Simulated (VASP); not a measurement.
# Si (Fd-3m) in VASP: notebook

Si is run at these levels: LDA; tasks: single point, relaxation of cell and atoms.

Program: VASP 6.6.1. These are calculated values, not measurements. Logs are shortened: lines on timing, memory, paths and dates and some standing lists are left out, and cuts for length are marked.

## 1. The cell of the first run

It takes space group Fd-3m (No. 227, cubic). The conventional cell has a = 5.544 Å, b = 5.544 Å, c = 5.544 Å, α = 90.00°, β = 90.00°, γ = 90.00°. Si (site symmetry -43m) has 4 Si at 2.40 Å within 3.2 Å.

## 2. Single point, LDA (volume scaled by 1.08)

Contents of INCAR:

```
SYSTEM = Si
PREC = Accurate ; ENCUT = 520
EDIFF = 1E-7 ; ISMEAR = -1
SIGMA = 0.05 ; LREAL = .False.
LASPH = .True. ; NELM = 60
ALGO = Normal ; ISIF = 2
LWAVE = .False. ; LCHARG = .False.
GGA = CA ; NBANDS = 11
```

Contents of KPOINTS:

```
regular mesh
0
Gamma
  9 9 9
  0 0 0
```

Contents of POSCAR:

```
Si
1.0
    0.0000000000      2.7718686735      2.7718686735
    2.7718686735      0.0000000000      2.7718686735
    2.7718686735      2.7718686735      0.0000000000
Si
2
Direct
    0.5000000000      0.5000000000      0.5000000000
    0.7500000000      0.7500000000      0.7500000000
```

Potentials or basis: VASP PAW LDA potentials, release 64 (Si).

The run is started by

```sh
$ cat potpaw_LDA.64/Si/POTCAR > POTCAR
$ mpirun -np 1 vasp_std > vasp.out
```

OUTCAR:

```text
SYSTEM = Si
   PREC = Accurate
   ENCUT = 520
   EDIFF = 1E-7
   ISMEAR = -1
   LREAL = .False.
   LASPH = .True.
   NELM = 60
   ISIF = 2
   GGA = CA

 ion  position               nearest neighbor table
   1  0.500  0.500  0.500-   2 2.40   2 2.40   2 2.40   2 2.40
   2  0.750  0.750  0.750-   1 2.40   1 2.40   1 2.40   1 2.40

  LATTYP: Found a face centered cubic cell.
 ALAT       =     5.5437373470

  Lattice vectors:

 A1 = (   0.0000000000,   2.7718686735,   2.7718686735)
 A2 = (   2.7718686735,   0.0000000000,   2.7718686735)
 A3 = (   2.7718686735,   2.7718686735,   0.0000000000)

Analysis of symmetry for initial positions (statically):
=====================================================================
 Subroutine PRICEL returns:
 Original cell was already a primitive cell.

 Routine SETGRP: Setting up the symmetry group for a
 face centered cubic supercell.

 Subroutine GETGRP returns: Found 48 space group operations
 (whereof 24 operations were pure point group operations)
 out of a pool of 48 trial point group operations.

The static configuration has the point symmetry T_d .
 The point group associated with its full space group is O_h .

Analysis of symmetry for dynamics (positions and initial velocities):
=====================================================================
 Subroutine PRICEL returns:
 Original cell was already a primitive cell.

 Routine SETGRP: Setting up the symmetry group for a
 face centered cubic supercell.

 Subroutine GETGRP returns: Found 48 space group operations
 (whereof 24 operations were pure point group operations)
 out of a pool of 48 trial point group operations.

The dynamic configuration has the point symmetry T_d .
 The point group associated with its full space group is O_h .

 Subroutine INISYM returns: Found 48 space group operations
 (whereof 24 operations are pure point group operations),
 and found     1 'primitive' translations

----------------------------------------------------------------------------------------

                                     Primitive cell

  volume of cell :      42.5940

  direct lattice vectors                    reciprocal lattice vectors
     0.000000000  2.771868674  2.771868674    -0.180383726  0.180383726  0.180383726
     2.771868674  0.000000000  2.771868674     0.180383726 -0.180383726  0.180383726
     2.771868674  2.771868674  0.000000000     0.180383726  0.180383726 -0.180383726

  length of vectors
     3.920014271  3.920014271  3.920014271     0.312433779  0.312433779  0.312433779

  position of ions in fractional coordinates (direct lattice)
     0.500000000  0.500000000  0.500000000
     0.750000000  0.750000000  0.750000000

  ion indices of the primitive-cell ions
   primitive index   ion index
                 1           1
                 2           2

----------------------------------------------------------------------------------------

 KPOINTS: regular mesh

Automatic generation of k-mesh.
 Grid dimensions read from file:
 generate k-points for:    9    9    9

 Generating k-lattice:

  Cartesian coordinates                     Fractional coordinates (reciprocal lattice)
    -0.020042636  0.020042636  0.020042636     0.111111111  0.000000000  0.000000000
     0.020042636 -0.020042636  0.020042636     0.000000000  0.111111111  0.000000000
     0.020042636  0.020042636 -0.020042636     0.000000000  0.000000000  0.111111111

  Length of vectors
     0.034714864  0.034714864  0.034714864

  Shift w.r.t. Gamma in fractional coordinates (k-lattice)
     0.000000000  0.000000000  0.000000000

 Subroutine IBZKPT returns following result:
 ===========================================

 Found     35 irreducible k-points:

 Following reciprocal coordinates:
            Coordinates               Weight
  0.000000  0.000000  0.000000      1.000000
  0.111111  0.000000  0.000000      8.000000
  0.222222  0.000000  0.000000      8.000000
  0.333333  0.000000  0.000000      8.000000
  0.444444  0.000000  0.000000      8.000000
  0.111111  0.111111  0.000000      6.000000
[... 16 lines left out ...]
 -0.333333  0.333333  0.000000     12.000000
  0.444444  0.444444  0.000000      6.000000
 [... further k-points ...]
   k-points           NKPTS =     35   k-points in BZ     NKDIM =     35   number of bands    NBANDS=     11
   number of dos      NEDOS =    301   number of ions     NIONS =      2
   total plane-waves  NPLWV =  27000
   dimension x,y,z NGX =    30 NGY =   30 NGZ =   30
   dimension x,y,z NGXF=    60 NGYF=   60 NGZF=   60
   ions per type =               2
   NGX,Y,Z   is equivalent  to a cutoff of  12.72, 12.72, 12.72 a.u.
   NGXF,Y,Z  is equivalent  to a cutoff of  25.45, 25.45, 25.45 a.u.
 SYSTEM =  Si
   PREC   = accura    normal or accurate (medium, high low for compatibility)
   ISTART =      0    job   : 0-new  1-cont  2-samecut
   ICHARG =      2    charge: 1-file 2-atom 10-const
   ISPIN  =      1    spin polarized calculation?
   LNONCOLLINEAR =      F non collinear calculations
   LSORBIT =      F    spin-orbit coupling
   LASPH  =      T    aspherical Exc in radial PAW
   ENCUT  =  520.0 eV  38.22 Ry    6.18 a.u.   7.29  7.29  7.29*2*pi/ulx,y,z
   NELM   =     60;   NELMIN=  2; NELMDL= -5     # of ELM steps
   EDIFF  = 0.1E-06   stopping-criterion for ELM
   LREAL  =      F    real-space projection
   EDIFFG = 0.1E-05   stopping-criterion for IOM
   NSW    =      0    number of steps for IOM
   IBRION =     -1    ionic relax: 0-MD 1-quasi-New 2-CG
   NFREE  =      0    steps in history (QN), initial steepest desc. (CG)
   ISIF   =      2    stress and relaxation
   ISYM   =      2    0-nonsym 1-usesym 2-fastsym
   POTIM  = 0.5000    time-step for ionic-motion
   TEBEG  =    0.0;   TEEND  =   0.0 temperature during run
   PSTRESS=    0.0 pullay stress
   NELECT =       8.0000    total number of electrons
   NUPDOWN=      -1.0000    fix difference up-down
   EMIN   =  10.00;   EMAX   =-10.00  energy-range for DOS
   EFERMI =   0.00;   METHOD = LEGACY
   ISMEAR =    -1;   SIGMA  =   0.05  broadening in eV -4-tet -1-fermi 0-gaus
   EFERMI_NEDOS =   21; number of points for ismear=-14 and -15
   IALGO  =     38    algorithm
   IMIX   =      4    mixing-type and parameters
     AMIX     =   0.40;   BMIX     =  1.00
     AMIX_MAG =   1.60;   BMIX_MAG =  1.00
  volume/ion in A,a.u.               =      21.30       143.72
  Fermi-wavevector in a.u.,A,eV,Ry     =   0.937538  1.771690 11.959213  0.878977
  Thomas-Fermi vector in A             =   2.064659
   LORBIT       =      0    0 simple, 1 ext, 2 COOP (PROOUT), +10 PAW based schemes
   GGA     = CA    functional components
   LHFCALC =     F    Hartree Fock is set to
   AEXX    =    0.0000 exact exchange contribution
   IVDW    =     0    specifies the selected vdW correction
   LEPSILON=     F    determine dielectric tensor
   LRPA    =     F    only Hartree local field effects (RPA)
 non-spin polarized calculation
  energy-cutoff  :      520.00
  volume of cell :       42.59
 maximum number of plane-waves:      1158
 NGX is ok and might be reduce to    30
   NGX = 15   NGY = 15   NGZ = 15

 number of electron       8.0000000 magnetization

 Free energy of the ion-electron system (eV)
  ---------------------------------------------------
  ext. energy  EPLUGINS =         0.00000000
  ---------------------------------------------------
  free energy    TOTEN  =       -11.85139862 eV

  energy without entropy =      -11.85137101  energy(sigma->0) =      -11.85138482

 E-fermi :   5.4312     XC(G=0):  -9.3751

 val. band max:        5.1577220843   @ k =   0.0000   0.0000   0.0000
 cond. band min:       5.7392039850   @ k =   0.4444   0.4444   0.0000
 fundamental gap:      0.5814819008
 Fermi energy:         5.4312327388

 k-point     1 :       0.0000    0.0000    0.0000
  band No.  band energies     occupation
      1      -6.3895      2.00000
      2       5.1577      1.99161
      3       5.1577      1.99161
      4       5.1577      1.99161
      5       7.6521      0.00000
      6       7.6521      0.00000
      7       7.6521      0.00000
      8       7.6756      0.00000
      9      12.5779      0.00000
     10      12.8486      0.00000
     11      12.8486      0.00000

 k-point     2 :       0.1111    0.0000    0.0000
  band No.  band energies     occupation
      1      -6.2364      2.00000
      2       3.8026      2.00000
      3       4.9341      1.99990
      4       4.9341      1.99990
      5       7.4237      0.00000
      6       7.9808      0.00000
      7       7.9808      0.00000
      8       8.9981      0.00000
      9      12.4344      0.00000
     10      12.4344      0.00000
     11      13.2142      0.00000

 k-point     3 :       0.2222    0.0000    0.0000
  band No.  band energies     occupation
      1      -5.7871      2.00000
      2       1.8003      2.00000
      3       4.5308      2.00000
      4       4.5308      2.00000
      5       6.9717      0.00000
      6       8.4943      0.00000
      7       8.4943      0.00000
      8      10.9555      0.00000
      9      12.1932      0.00000
     10      12.1932      0.00000
     11      13.8099      0.00000
[... 267 lines left out ...]
 k-point    23 :      -0.3333    0.3333    0.0000
  band No.  band energies     occupation
      1      -3.3156      2.00000
      2      -1.4632      2.00000
      3       0.9949      2.00000
      4       3.1619      2.00000
      5       6.6721      0.00000
      6      10.7867      0.00000
      7      11.3592      0.00000
      8      11.8205      0.00000
      9      12.0470      0.00000
     10      12.7381      0.00000
     11      18.9337      0.00000

 k-point    24 :       0.4444    0.4444    0.0000
  band No.  band energies     occupation
      1      -3.2469      2.00000
      2      -1.6251      2.00000
      3       2.5088      2.00000
      4       2.5088      2.00000
      5       5.7392      0.00422
      6       6.1384      0.00000
      7      14.0081      0.00000
      8      14.0081      0.00000
      9      16.3181      0.00000
     10      16.5072      0.00000
     11      16.5122      0.00000

 [... further k-points ...]

------------------------ aborting loop because EDIFF is reached ----------------------------------------

  FORCE on cell =-STRESS in cart. coord.  units (eV):
  Direction    XX          YY          ZZ          XY          YZ          ZX
  --------------------------------------------------------------------------------------
  -------------------------------------------------------------------------------------
  Total       -1.6815614     -1.6815614     -1.6815614     -0.0000000      0.0000000     -0.0000000
  in kB      -63.2521592    -63.2521592    -63.2521592     -0.0000000      0.0000000     -0.0000000
  external PRESSURE =     -63.2521592 kB  Pullay stress =       0.0000000 kB

 VOLUME and BASIS-vectors are now :
 -----------------------------------------------------------------------------
  energy-cutoff  :      520.00
  volume of cell :       42.59
      direct lattice vectors                 reciprocal lattice vectors
     0.000000000  2.771868674  2.771868674    -0.180383726  0.180383726  0.180383726
     2.771868674  0.000000000  2.771868674     0.180383726 -0.180383726  0.180383726
     2.771868674  2.771868674  0.000000000     0.180383726  0.180383726 -0.180383726

 POSITION                                       TOTAL-FORCE (eV/Angst)
 -----------------------------------------------------------------------------------
      2.77187      2.77187      2.77187         0.000000      0.000000     -0.000000
      4.15780      4.15780      4.15780        -0.000000     -0.000000      0.000000
 -----------------------------------------------------------------------------------
    total drift:                                0.000000     -0.000000     -0.000000

  FREE ENERGIE OF THE ION-ELECTRON SYSTEM (eV)
  ---------------------------------------------------
  free  energy   TOTEN  =       -11.8513986248 eV

  energy  without entropy=      -11.8513710131  energy(sigma->0) =      -11.85138482
```

Wall time 19 s (1 thread of Intel Xeon Platinum 8259CL at 2.50GHz (Skylake/Cascade Lake), shared host); peak memory 0.14 GiB.

Results:

- Free energy: -11.8514 eV
- Pressure: -6.3 GPa
- Band gap on the k mesh: 0.58 eV, indirect (least direct gap 2.35 eV)

Levels at points of the mesh, in eV from the valence-band top:
```csv
k point,band 2,band 3,band 4,band 5,band 6,band 7
"(0.00, 0.00, 0.00)",0.00,0.00,0.00,2.49,2.49,2.49
```

Caveat: the cell differs from its parent crystal (volume scaled by 1.08). A k mesh can miss the band edges.

## 3. Single point, LDA (volume scaled by 1.12)

Contents of INCAR:

```
SYSTEM = Si
PREC = Accurate
ENCUT = 520
EDIFF = 1E-6
ISMEAR = -1
SIGMA = 0.05
LREAL = .False.
LASPH = .True.
NELM = 100
ALGO = Normal
ISIF = 2
LWAVE = .False.
LCHARG = .False.
NBANDS = 11
```

Contents of KPOINTS:

```
Automatic mesh
0
Gamma
  9 9 9
  0 0 0
```

Contents of POSCAR:

```
Si
1.0
    0.0000000000      2.8056752818      2.8056752818
    2.8056752818      0.0000000000      2.8056752818
    2.8056752818      2.8056752818      0.0000000000
Si
2
Direct
    0.5000000000      0.5000000000      0.5000000000
    0.7500000000      0.7500000000      0.7500000000
```

Potentials or basis: VASP PAW LDA potentials, release 64 (Si).

The run is started by

```sh
$ cat potpaw_LDA.64/Si/POTCAR > POTCAR
$ mpirun -np 1 vasp_std > vasp.out
```

Wall time 19 s (1 thread of Intel Xeon Platinum 8259CL at 2.50GHz (Skylake/Cascade Lake), shared host); peak memory 0.14 GiB.

Results (log left out):

| Item | Value |
| --- | --- |
| Free energy | -11.7777 eV |
| Pressure | -8.6 GPa |
| Band gap on the k mesh | 0.64 eV, indirect (least direct gap 2.13 eV) |

Levels at points of the mesh, in eV from the valence-band top:
```csv
k point,band 1,band 2,band 3,band 4,band 5,band 6,band 7,band 8
"(0.00, 0.00, 0.00)",-11.32,0.00,0.00,0.00,2.13,2.47,2.47,2.47
```

Caveat: the cell differs from its parent crystal (volume scaled by 1.12). A k mesh can miss the band edges.

## 4. Relaxation of cell and atoms, LDA

This run uses another cell than the first one, of 20.02 Å³/atom, 0.940 times its volume.

Contents of INCAR:

```
ALGO     = Normal         # electronic algorithm
EDIFF    = 1E-6           # SCF threshold, eV
EDIFFG   = -0.01          # ionic threshold
ENCUT    = 600            # plane-wave cutoff, eV
IBRION   = 2              # ionic algorithm
ISIF     = 3              # what is computed and relaxed
ISMEAR   = -1             # smearing method
LASPH    = T              # aspherical terms in the spheres
LCHARG   = F              # write CHGCAR
LREAL    = F              # projectors in reciprocal space
LWAVE    = F              # write WAVECAR
NELM     = 80             # most SCF steps
NSW      = 80             # ionic steps
PREC     = Accurate       # precision mode
SIGMA    = 0.05           # smearing width, eV
```

Contents of KPOINTS:

```
k-points
0
Gamma
  6 6 6
```

Contents of POSCAR:

```
Si
1.0
    0.0000000000      2.7153500000      2.7153500000
    2.7153500000      0.0000000000      2.7153500000
    2.7153500000      2.7153500000      0.0000000000
Si
2
Direct
    0.5000000000      0.5000000000      0.5000000000
    0.7500000000      0.7500000000      0.7500000000
```

The run is started by

```sh
$ cat potpaw_LDA.64/Si/POTCAR > POTCAR
$ mpirun -np 1 vasp_std > vasp.out
```

Run time: 14 s. Hardware: 1 thread of Intel Xeon Platinum 8259CL at 2.50GHz (Skylake/Cascade Lake), shared host; peak memory 0.14 GiB.

Results (log left out):

```yaml
Free_energy: -11.8940 eV
Relaxed_volume: 19.73 Å³/atom
Relaxed_cell: a = 3.821 Å, b = 3.821 Å, c = 3.821 Å, α = 60.00°, β = 60.00°, γ = 60.00°
Space_group_after_relaxing_to_0.05_Å: Fd-3m (No. 227)
Energy_gained_by_relaxing: 1.3 meV/atom
Ionic_steps: 3
Pressure_after_relaxing: 0.0 GPa
Band_gap_on_the_k_mesh: 0.57 eV, indirect (least direct gap 2.53 eV)
```

The path:
```csv
step,energy change (eV),largest force (eV/Å),pressure (GPa),volume (Å³)
1,0.0000,0.0000,-1.37,40.04
2,-0.0012,0.0000,1.02,39.06
3,-0.0025,0.0000,0.00,39.46
```

Final structure:
```
CELL_PARAMETERS angstrom
0.00000 2.70219 2.70219
2.70219 0.00000 2.70219
2.70219 2.70219 0.00000
ATOMIC_POSITIONS crystal
Si 0.50000 0.50000 0.50000
Si 0.75000 0.75000 0.75000
```

Levels at points of the mesh, in eV from the valence-band top:
```csv
k point,band 1,band 2,band 3,band 4,band 5,band 6,band 7,band 8
"(0.00, 0.00, 0.00)",-12.06,0.00,0.00,0.00,2.53,2.53,2.53,3.38
"(0.50, 0.00, 0.00)",-9.68,-7.06,-1.21,-1.21,1.48,3.28,3.28,7.53
"(0.50, 0.50, 0.00)",-7.86,-7.86,-2.89,-2.89,0.57,0.57,10.10,10.10
```

A k mesh can miss the band edges. LDA usually gives volumes a few per cent too small.

## 5. Single point, LDA, non-collinear spin, zero start, spin-orbit coupling

This run uses another cell than the first one, of 19.72 Å³/atom, 0.926 times its volume.

Contents of INCAR:

```
SYSTEM = Si
PREC = Accurate ; ENCUT = 520
EDIFF = 1E-6 ; ISMEAR = -1
SIGMA = 0.05 ; LREAL = .False.
LASPH = .True. ; NELM = 150
ALGO = Normal ; ISIF = 2
LWAVE = .False. ; LCHARG = .False.
MAGMOM = 0 0 0 0 0 0 ; LORBIT = 11
LSORBIT = .True. ; GGA_COMPAT = .False.
LORBMOM = .True. ; NBANDS = 20
```

Contents of KPOINTS:

```
Automatic mesh
0
Gamma
  8 8 8
  0 0 0
```

Contents of POSCAR:

```
Si
1.0
    0.0000000000      2.7016643898      2.7016643898
    2.7016643898      0.0000000000      2.7016643898
    2.7016643898      2.7016643898      0.0000000000
Si
2
Direct
    0.5000000000      0.5000000000      0.5000000000
    0.7500000000      0.7500000000      0.7500000000
```

The run is started by

```sh
$ cat potpaw_LDA.64/Si/POTCAR > POTCAR
$ mpirun -np 1 vasp_ncl > vasp.out
```

Run time: 56 s. Hardware: 1 thread of Intel Xeon Platinum 8259CL at 2.50GHz (Skylake/Cascade Lake), shared host; peak memory 0.2 GiB.

Results (log left out):

```
Free energy                                           : -11.9159 eV
Pressure                                              : 0.0 GPa
Net moment                                            : 0.00 μB per cell
Valence electrons inside the program's atomic spheres : Si 1.72
```

Moments on the atoms (μB; x, y, z):
```
Si  0.00 0.00 0.00
Si  0.00 0.00 0.00
```

## 6. The runs side by side

```csv
task,spin,cell,k mesh,cutoff (eV),gap on the mesh (eV),pressure (GPa)
single point,off,"a = 3.920 Å, angles 60.0°, 2 atoms",9 × 9 × 9,520,0.58,-6.3
single point,off,"a = 3.968 Å, angles 60.0°, 2 atoms",9 × 9 × 9,520,0.64,-8.6
relaxation of cell and atoms,off,"relaxed from a = 3.840 Å, angles 60.0°, 2 atoms",6 × 6 × 6,600,0.57,0.0
single point,"non-collinear, zero start, SOC","a = 3.821 Å, angles 60.0°, 2 atoms",8 × 8 × 8,520,-,0.0
```

Alike in all rows: level LDA; potentials or basis VASP PAW LDA potentials, release 64 (Si); smearing fermi-dirac 0.05 eV.

Total energies depend on the potentials used, so only differences within one code and one set of settings carry meaning.
